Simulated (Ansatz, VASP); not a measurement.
**Two plane-wave programs on Hf**

```
CELL_PARAMETERS angstrom
0.11927 2.34305 1.99282
2.32109 0.12480 1.98729
2.44975 2.46619 -0.00387
ATOMIC_POSITIONS crystal
Hf 0.00000 0.00000 0.00000
```

Alike in both runs: task relaxation of cell and atoms; functional PBE; k mesh 11 × 11 × 10; occupations fermi-dirac, width 0.05 eV; no spin polarisation.

|  | VASP | Ansatz |
| --- | --- | --- |
| version | VASP 6.6.1 | Ansatz 0.2.0 |
| potentials or method | VASP PAW PBE potentials, release 64 (Hf_pv) | Ansatz PAW |
| plane-wave cutoff (eV) | 600 | 420 |
| valence electrons in the cell | 10 | 26 |

Ansatz gave:

- gap on the k mesh at the Fermi level, each at its own relaxed structure (eV): none
- relaxed volume (Å³/atom): 22.53
- relaxed length of the cell vector where the two differ most in proportion (Å): 3.172

**Question.** Which values does VASP return?

**Answer.** gap on the k mesh at the Fermi level, each at its own relaxed structure (eV): none; relaxed volume (Å³/atom): 22.44; relaxed length of the cell vector where the two differ most in proportion (Å): 3.166.

A gap of «none» marks a metal or a gap that the smearing closes. VASP's potentials hold 10 valence electrons a cell and Ansatz's 26, so a difference there can come from the potentials and not from the codes.

Neither program's run includes spin-orbit coupling. Noted on Ansatz's run: the plane-wave basis is chosen anew once the cell has moved, so the energies of steps on either side of that aren't comparable.
